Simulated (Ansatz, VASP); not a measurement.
# Ru: VASP beside Ansatz

```xyz
2
Lattice="2.7870 0.0000 0.0000 -1.3935 2.4136 0.0000 0.0000 0.0000 4.2819" Properties=species:S:1:pos:R:3 pbc="T T T"
Ru    0.0000    1.6091    1.0705
Ru    1.3935    0.8045    3.2114
```

Change from the starting cell: equal xx and yy strain of +3 %.

Alike in both runs: task single point; functional PBE; k mesh 14 × 14 × 8; occupations fermi-dirac, width 0.03 eV; no spin polarisation.

|  | VASP | Ansatz |
| --- | --- | --- |
| version | VASP 6.6.1 | Ansatz 0.2.0 |
| potentials or method | VASP PAW PBE potentials, release 64 (Ru_pv), cutoff 520 eV | all-electron LAPW, scalar-relativistic |

Ansatz gave:

- pressure (GPa): -12.1
- traceless stress, the component that is largest in VASP (GPa): 6.04

Q: What did VASP give for the same quantities?

A: Pressure (GPa): -12.1; traceless stress, the component that is largest in VASP (GPa): 6.05.

Ansatz ran all-electron here, and VASP with PAW potentials.
